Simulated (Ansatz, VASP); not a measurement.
# AlN in VASP and in Ansatz

The input INCAR:

```
SYSTEM = AlN
  PREC = Accurate
  ENCUT = 600
  EDIFF = 1E-6
  ISMEAR = 0
  SIGMA = 0.1
  LREAL = .False.
  LASPH = .True.
  NELM = 120
  ALGO = Normal
  ISIF = 2
  LWAVE = .False.
  LCHARG = .True.
  GGA = PE
  LELF = .True.
  LVHAR = .True.
  NBANDS = 11
  GGA_COMPAT = .False.
```

KPOINTS

```
regular mesh
0
Gamma
  6 6 6
  0 0 0
```

POSCAR

```
AlN
1.0
    0.0000000000      2.3618534812      2.3618534812
    2.3618534812      0.0000000000      2.3618534812
    2.3618534812      2.3618534812      0.0000000000
Al N
1 1
Direct
    0.0000000000      0.0000000000      0.0000000000
    0.2500000000      0.2500000000      0.2500000000
```

Input for Ansatz:

```yaml
crystal:
  lattice:
    - [0.0, 2.3618534812, 2.3618534812]
    - [2.3618534812, 0.0, 2.3618534812]
    - [2.3618534812, 2.3618534812, 0.0]
  atoms:
    - { symbol: Al, position: [0.0, 0.0, 0.0] }
    - { symbol: "N", position: [0.25, 0.25, 0.25] }
basis:
  ecutwfc: 420
kpoints:
  mp_grid: { grid: [6, 6, 6] }
hamiltonian:
  xc: pbe
scf:
  occupations: { method: gaussian, width: 0.1 }
output:
  forces: true
  stress: true
  eigenvalues: true
```

Alike in both runs: task single point; functional PBE; k mesh 6 × 6 × 6; occupations gaussian, width 0.1 eV; no spin polarisation.

|  | VASP | Ansatz |
| --- | --- | --- |
| version | VASP 6.6.1 | Ansatz 0.2.0 |
| potentials or method | VASP PAW PBE potentials, release 64 (Al, N), cutoff 600 eV | scalar-relativistic, plane waves, PAW |
| valence electrons in the cell | 8 | 8 |

|  | VASP | Ansatz | Ansatz less VASP |
| --- | --- | --- | --- |
| gap on the k mesh at the Fermi level (eV) | 2.27 | 2.28 | +0.001 |
| least direct gap on the mesh (eV) | 2.27 | 2.28 | +0.001 |
| pressure (GPa) | -27.0 | -26.7 | +0.33 |
